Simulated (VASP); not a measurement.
Crystal: Fe.

```
Fe
1.0
     2.43416    0.00000    0.00000
    -1.21708    2.10804    0.00000
     0.00000    0.00000    3.84193
Fe
2
Direct
  0.66667 0.33333 0.75000
  0.33333 0.66667 0.25000
```

Base run:

```yaml
Program: VASP 6.6.1
Functional: PBEsol
Potentials_or_basis: VASP PAW PBE potentials, release 64 (Fe_sv)
Cutoff: 600 eV
k_mesh: 10 × 10 × 6
Occupations: fermi-dirac, width 0.05 eV
Spin: collinear spin, ferromagnetic start
Starting_moments: "[0.75, 0.75] μB"
Fixed_moment: 1.5 μB
```

Its results: pressure 0.0 GPa; site moments Fe +0.73 μB.

Problem. The run is repeated on the same cell with these changes: fixed moment from 1.5 μB to 7.5 μB; moments at the start from [0.75, 0.75] to [3.75, 3.75]. What comes out?

Solution. Pressure 108.5 GPa; site moments Fe +3.31 μB.

Caveats: the PAW data sets were made with another functional, which shifts forces and pressure a little; the total moment is fixed, so each spin has its own Fermi level.
